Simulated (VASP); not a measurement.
Write the native input for VASP 6.6.1 that does the following.

```yaml
Task: single point
Functional: PBEsol
Potentials_or_basis: VASP PAW PBE potentials, release 64 (Mg, O)
Cutoff: 600 eV
k_mesh: 10 × 10 × 10
Occupations: gaussian, width 0.1 eV
Spin: no spin polarisation
Dipole_correction: no
Further_INCAR_settings: ALGO = Normal; EDIFF = 1e-06; NBANDS = 11
```

The structure of MgO (Periclase) lies in POSCAR:

```
MgO
1.0
    0.0000000000      1.7482935923      1.7482935923
    1.7482935923      0.0000000000      1.7482935923
    1.7482935923      1.7482935923      0.0000000000
Mg O
1 1
Direct
    0.0000000000      0.0000000000      0.0000000000
    0.5000000000      0.5000000000      0.5000000000
```

The input as run:

INCAR

```
PREC = Accurate
ENCUT = 600
EDIFF = 1E-6
ISMEAR = 0
SIGMA = 0.1
LREAL = F
LASPH = T
NELM = 120
ALGO = Normal
ISIF = 2
LWAVE = F
LCHARG = F
GGA = PS
NBANDS = 11
GGA_COMPAT = F
```

KPOINTS

```
Automatic mesh
0
Gamma
  10 10 10
```

Potentials or basis: VASP PAW PBE potentials, release 64 (Mg, O).

The run is started by

```sh
$ cat potpaw_PBE.64/Mg/POTCAR potpaw_PBE.64/O/POTCAR > POTCAR
$ mpirun -np 1 vasp_std > vasp.out
```

It gave:

```
Pressure               : 289.1 GPa
Band gap on the k mesh : 8.71 eV, indirect (least direct gap 11.00 eV)
```

Caveat: the PAW data sets were made with another functional, which shifts forces and pressure a little.

Run time: 12 s on 1 thread of Intel Xeon 8259CL, on a shared host, peak memory 0.13 GiB.
